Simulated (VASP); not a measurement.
Te:

```
Te
1.0
     4.36308    0.00000    0.00000
    -2.18154    3.77854    0.00000
     0.00000    0.00000    5.80307
Te
3
Direct
  0.73100 0.73100 0.00000
  0.00000 0.26900 0.66667
  0.26900 0.00000 0.33333
```

This cell differs from its parent crystal: volume scaled by 0.94.

Base run:

- Program: VASP 6.6.1
- Functional: PBEsol
- Potentials or basis: VASP PAW PBE potentials, release 64 (Te)
- Cutoff: 520 eV
- k mesh: 7 × 7 × 5
- Occupations: fermi-dirac, width 0.05 eV
- Spin: no spin polarisation

Its results: band gap on the k mesh 0.56 eV, indirect (least direct gap 0.80 eV); pressure 2.6 GPa; largest force 0.482 eV/Å.

Question: The run is repeated on the same cell with these changes: functional from PBEsol to r2SCAN. What comes out?

Answer: Band gap on the k mesh 0.69 eV, indirect (least direct gap 0.97 eV); pressure 4.7 GPa; largest force 0.297 eV/Å.

r2SCAN gives the wider gap, since meta-GGAs in the generalised Kohn-Sham scheme recover part of the derivative discontinuity.

Caveats: the PAW data sets were made with another functional, which shifts forces and pressure a little; spin-orbit coupling is left out, which moves the levels of the heavy elements.

A k mesh can miss the band edges.
